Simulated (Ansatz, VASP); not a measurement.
# InAs: VASP beside Ansatz

```
In As
1.0
     3.04358    3.04358    0.00000
    -3.04358    3.04358    0.00000
     0.00000    0.00000    5.96541
In As
2 2
Direct
  0.50000 0.00000 0.25000
  0.00000 0.50000 0.75000
  0.00000 0.00000 0.00000
  0.50000 0.50000 0.50000
```

Change from the starting cell: strain along c alone, the other axes held, atoms relaxed: -2.0 %.

Alike in both runs: task single point; functional PBEsol; k mesh 12 × 12 × 10; occupations gaussian, width 0.1 eV; no spin polarisation.

|  | VASP | Ansatz |
| --- | --- | --- |
| version | VASP 6.6.1 | Ansatz 0.2.0 |
| potentials or method | VASP PAW PBE potentials, release 64 (In_d, As), cutoff 520 eV | scalar-relativistic, plane waves, PAW |
| valence electrons in the cell | 36 | 56 |

VASP gave:

```
gap on the k mesh at the Fermi level (eV)                     : none
pressure (GPa)                                                : 1.3
traceless stress, the component that is largest in VASP (GPa) : 0.44
```

Problem. What did Ansatz give for the same quantities?

Solution. gap on the k mesh at the Fermi level (eV): none; pressure (GPa): 1.2; traceless stress, the component that is largest in VASP (GPa): 0.44.

VASP's potentials were made for PBE, not for PBEsol. A gap of «none» marks a metal or a gap that the smearing closes. VASP's potentials hold 36 valence electrons a cell and Ansatz's 56, so a difference there can come from the potentials and not from the codes.
